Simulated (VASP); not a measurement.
Set up this calculation in VASP 6.6.1, as the native input.

```
Task                   : relaxation of cell and atoms
Functional             : PBEsol
Potentials or basis    : VASP PAW PBE potentials, release 64 (Cd, S)
Cutoff                 : 600 eV
k mesh                 : 8 × 8 × 8
Occupations            : fermi-dirac, width 0.05 eV
Spin                   : no spin polarisation
Target pressure        : 5 GPa
Dipole correction      : no
Further INCAR settings : ALGO = Normal; EDIFF = 1e-06; IBRION = 2; EDIFFG = -0.01; NSW = 80; ISIF = 3
```

The structure of CdS (Hawleyite) lies in POSCAR:

```
CdS
1.0
    0.0000000000      2.9165000000      2.9165000000
    2.9165000000      0.0000000000      2.9165000000
    2.9165000000      2.9165000000      0.0000000000
Cd S
1 1
Direct
    0.0000000000      0.0000000000      0.0000000000
    0.7500000000      0.7500000000      0.7500000000
```

One way to write it, as run:

INCAR

```
SYSTEM = CdS
  PREC = Accurate
  ENCUT = 600
  EDIFF = 1E-6
  ISMEAR = -1
  SIGMA = 0.05
  LREAL = .FALSE.
  LASPH = .TRUE.
  NELM = 80
  ALGO = Normal
  ISIF = 3
  LWAVE = .FALSE.
  LCHARG = .FALSE.
  GGA = PS
  IBRION = 2
  NSW = 80
  EDIFFG = -0.01
  PSTRESS = 50.0
```

KPOINTS

```
regular mesh
0
G
  8 8 8
  0 0 0
```

Potentials or basis: VASP PAW PBE potentials, release 64 (Cd, S).

The run is started by

```console
$ cat potpaw_PBE.64/Cd/POTCAR potpaw_PBE.64/S/POTCAR > POTCAR
$ mpirun -np 1 vasp_std > vasp.out
```

Results of the run:

* Relaxed volume: 23.18 Å³/atom
* Relaxed cell: a = 4.033 Å, b = 4.033 Å, c = 4.033 Å, α = 60.00°, β = 60.00°, γ = 60.00°
* Space group after relaxing (to 0.05 Å): F-43m (No. 216)
* Energy change on relaxing (the enthalpy is what falls): +24.1 meV/atom
* Ionic steps: 3
* Pressure after relaxing: 5.0 GPa
* Band gap on the k mesh: 1.15 eV, direct

Caveat: the cell is relaxed towards a set pressure, so the enthalpy falls and the energy may rise; the PAW data sets were made with another functional, which shifts forces and pressure a little.

Run time: 44 s on 1 thread of Intel(R) Xeon(R) Platinum 8488C (Sapphire Rapids) (shared host), peak memory 0.21 GiB.
